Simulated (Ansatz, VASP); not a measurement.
# One calculation of Cu, two programs

INCAR

```
SYSTEM = Cu
ALGO = Normal
EDIFF = 1E-6
ENCUT = 820
GGA = PE
GGA_COMPAT = .FALSE.
ISIF = 2
ISMEAR = 0
LASPH = .TRUE.
LCHARG = .FALSE.
LREAL = .FALSE.
LWAVE = .FALSE.
NBANDS = 26
NELM = 120
PREC = Accurate
SIGMA = 0.1
```

KPOINTS

```
k-points
0
G
  18 18 10
  0 0 0
```

File POSCAR:

```
Cu
1.0
    2.5706130028      0.0000000000      0.0000000000
   -1.2853065014      2.2262161637      0.0000000000
    0.0000000000      0.0000000000      4.1101445831
Cu
2
Direct
    0.3333333300      0.6666666700      0.2500000000
    0.6666666700      0.3333333300      0.7500000000
```

Input for Ansatz:

```yaml
crystal:
  lattice:
    - [2.5706130028, 0.0, 0.0]
    - [-1.2853065014, 2.2262161637, 0.0]
    - [0.0, 0.0, 4.1101445831]
  atoms:
    - { symbol: Cu, position: [0.33333333, 0.66666667, 0.25] }
    - { symbol: Cu, position: [0.66666667, 0.33333333, 0.75] }
basis:
  ecutwfc: 420
kpoints:
  mp_grid: { grid: [18, 18, 10] }
hamiltonian:
  xc: pbe
scf:
  occupations: { method: gaussian, width: 0.1 }
output:
  forces: true
  stress: true
  eigenvalues: true
```

Alike in both runs: task single point; functional PBE; k mesh 18 × 18 × 10; occupations gaussian, width 0.1 eV; no spin polarisation.

|  | VASP | Ansatz |
| --- | --- | --- |
| version | VASP 6.6.1 | Ansatz 0.2.0 |
| potentials or method | VASP PAW PBE potentials, release 64 (Cu_sv_GW), cutoff 820 eV | scalar-relativistic, plane waves, PAW |
| valence electrons in the cell | 38 | 38 |

```tsv
	VASP	Ansatz	Ansatz less VASP
gap on the k mesh at the Fermi level (eV)	none	none	-
pressure (GPa)	0.9	2.7	+1.86
traceless stress, the component that is largest in VASP (GPa)	2.52	2.51	-0.014
```

A gap of «none» marks a metal or a gap that the smearing closes.
